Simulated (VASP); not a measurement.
# P in VASP: a series of runs, part 2 of 2

VASP 6.6.1. The steps go on from the part before.

## (6) Single point, PBE

This run uses another cell than the first one, of 127.52 Å³/atom, 1.097 times its volume.

INCAR reads:

```
ALGO = Normal
EDIFF = 1E-6
ENCUT = 520
GGA = PE
ISIF = 2
ISMEAR = 0
LASPH = T
LCHARG = F
LREAL = F
LWAVE = F
NBANDS = 18
NELM = 60
PREC = Accurate
SIGMA = 0.02
```

KPOINTS reads:

```
k-points
0
Gamma
  8 1 6
```

POSCAR reads:

```
P
1.0
    3.2535728080      0.0000000000      0.0000000000
    0.0000000000     34.3400215244      0.0000000000
    0.0000000000      0.0000000000      4.5654447043
P
4
Direct
    0.0000000000      0.9691626738      0.5860557252
    0.0000000000      0.0308373262      0.4139442748
    0.5000000000      0.0308373262      0.0860557252
    0.5000000000      0.9691626738      0.9139442748
```

Potentials or basis: VASP PAW PBE potentials, release 64 (P).

The run is started by

```
cat potpaw_PBE.64/P/POTCAR > POTCAR
mpirun -np 1 vasp_std > vasp.out
```

OUTCAR:

```text
EDIFF = 1E-6
   ENCUT = 520
   GGA = PE
   ISIF = 2
   ISMEAR = 0
   LASPH = T
   LREAL = F
   NELM = 60
   PREC = Accurate

 ion  position               nearest neighbor table
   1  0.000  0.969  0.586-   4 2.21   4 2.21   2 2.26
   2  0.000  0.031  0.414-   3 2.21   3 2.21   1 2.26
   3  0.500  0.031  0.086-   2 2.21   2 2.21   4 2.26
   4  0.500  0.969  0.914-   1 2.21   1 2.21   3 2.26

  LATTYP: Found a simple orthorhombic cell.
 ALAT       =     3.2535728080
 B/A-ratio  =     1.4032096325
 C/A-ratio  =    10.5545575744

  Lattice vectors:

 A1 = (  -3.2535728080,   0.0000000000,   0.0000000000)
 A2 = (   0.0000000000,   0.0000000000,   4.5654447043)
 A3 = (   0.0000000000,  34.3400215244,   0.0000000000)

Analysis of symmetry for initial positions (statically):
=====================================================================
 Subroutine PRICEL returns:
 Original cell was already a primitive cell.

[... 166 lines left out ...]
  free energy    TOTEN  =       -21.45287151 eV

  energy without entropy =      -21.45287151  energy(sigma->0) =      -21.45287151

 E-fermi :  -3.2480     XC(G=0):  -1.8242

 val. band max:       -3.3638319989   @ k =   0.0000   0.0000   0.0000
 cond. band min:      -2.5772761624   @ k =   0.0000   0.0000   0.0000
 fundamental gap:      0.7865558366
 Fermi energy:        -3.2480055091

 k-point     1 :       0.0000    0.0000    0.0000
  band No.  band energies     occupation
      1     -18.4110      2.00000
      2     -15.9320      2.00000
      3     -12.4522      2.00000
      4      -9.0976      2.00000
      5      -8.0468      2.00000
      6      -7.9736      2.00000
[... 397 lines left out ...]
      5      -8.3123      2.00000
      6      -8.3123      2.00000
[... 10 lines left out ...]
     17       2.9899      0.00000
     18       2.9899      0.00000

------------------------ aborting loop because EDIFF is reached ----------------------------------------

  FORCE on cell =-STRESS in cart. coord.  units (eV):
  Direction    XX          YY          ZZ          XY          YZ          ZX
  --------------------------------------------------------------------------------------
  -------------------------------------------------------------------------------------
  Total        1.6135064     -0.1519416      0.3963386      0.0000000      0.0000000      0.0000000
  in kB        5.0680057     -0.4772468      1.2448952      0.0000000      0.0000000      0.0000000
  external PRESSURE =       1.9452180 kB  Pullay stress =       0.0000000 kB

 VOLUME and BASIS-vectors are now :
 -----------------------------------------------------------------------------
  energy-cutoff  :      520.00
  volume of cell :      510.09
      direct lattice vectors                 reciprocal lattice vectors
     3.253572808  0.000000000  0.000000000     0.307354425  0.000000000  0.000000000
     0.000000000 34.340021524  0.000000000     0.000000000  0.029120541  0.000000000
     0.000000000  0.000000000  4.565444704     0.000000000  0.000000000  0.219036713

 POSITION                                       TOTAL-FORCE (eV/Angst)
 -----------------------------------------------------------------------------------
      0.00000     33.28107      2.67561        -0.000000      0.032794      0.040333
      0.00000      1.05895      1.88984        -0.000000     -0.032794     -0.040333
      1.62679      1.05895      0.39288        -0.000000     -0.032794      0.040333
      1.62679     33.28107      4.17256         0.000000      0.032794     -0.040333
 -----------------------------------------------------------------------------------
    total drift:                               -0.000000      0.000000      0.000000

  FREE ENERGIE OF THE ION-ELECTRON SYSTEM (eV)
  ---------------------------------------------------
  free  energy   TOTEN  =       -21.4528715101 eV

  energy  without entropy=      -21.4528715101  energy(sigma->0) =      -21.45287151
```

OSZICAR:

```text
N       E                     dE             d eps       ncg     rms          rms(c)
DAV:   1     0.135933251145E+03    0.13593E+03   -0.55177E+03   720   0.719E+02
DAV:   2    -0.344562145808E+01   -0.13938E+03   -0.12957E+03  1180   0.133E+02
DAV:   3    -0.212733235131E+02   -0.17828E+02   -0.17762E+02   960   0.564E+01
DAV:   4    -0.216544376874E+02   -0.38111E+00   -0.37966E+00  1002   0.106E+01
[... 12 lines left out ...]
DAV:  17    -0.214528292459E+02   -0.28371E-04   -0.88639E-07   810   0.358E-03    0.326E-03
DAV:  18    -0.214528596955E+02   -0.30450E-04   -0.87675E-07   728   0.308E-03    0.245E-03
DAV:  19    -0.214528633147E+02   -0.36192E-05   -0.60664E-08   784   0.955E-04    0.114E-03
DAV:  20    -0.214528713421E+02   -0.80273E-05   -0.29372E-07   704   0.156E-03    0.206E-03
DAV:  21    -0.214528715101E+02   -0.16807E-06   -0.95211E-09   724   0.465E-04
   1 F= -.21452872E+02 E0= -.21452872E+02  d E =-.638587E-18
```

It took 6.6 min on 1 thread of AMD EPYC 7R13, shared host; peak memory 0.51 GiB.

Results:

- Free energy: -21.4529 eV
- Largest force: 0.052 eV/Å
- Band gap on the k mesh: 0.79 eV, direct

Forces in eV/Å, atoms in the order of the input:
```
P    0.000  0.033  0.040
P    0.000 -0.033 -0.040
P    0.000 -0.033  0.040
P    0.000  0.033 -0.040
```

## (7) Overview

| cell | gap on the mesh (eV) | largest force (eV/Å) |
| --- | --- | --- |
| a = 3.154, b = 33.294, c = 4.426 Å, 4 atoms | 0.46 | 0.06 |
| a = 3.204, b = 33.817, c = 4.496 Å, 4 atoms | 0.63 | 0.06 |
| a = 3.254, b = 34.340, c = 4.565 Å, 4 atoms | 0.79 | 0.05 |

Alike in all rows: task single point; level PBE; potentials or basis VASP PAW PBE potentials, release 64 (P); no spin polarisation; k mesh 8 × 1 × 6; cutoff (eV) 520; smearing gaussian 0.02 eV.

Total energies depend on the potentials used, so only differences within one code and one set of settings carry meaning.
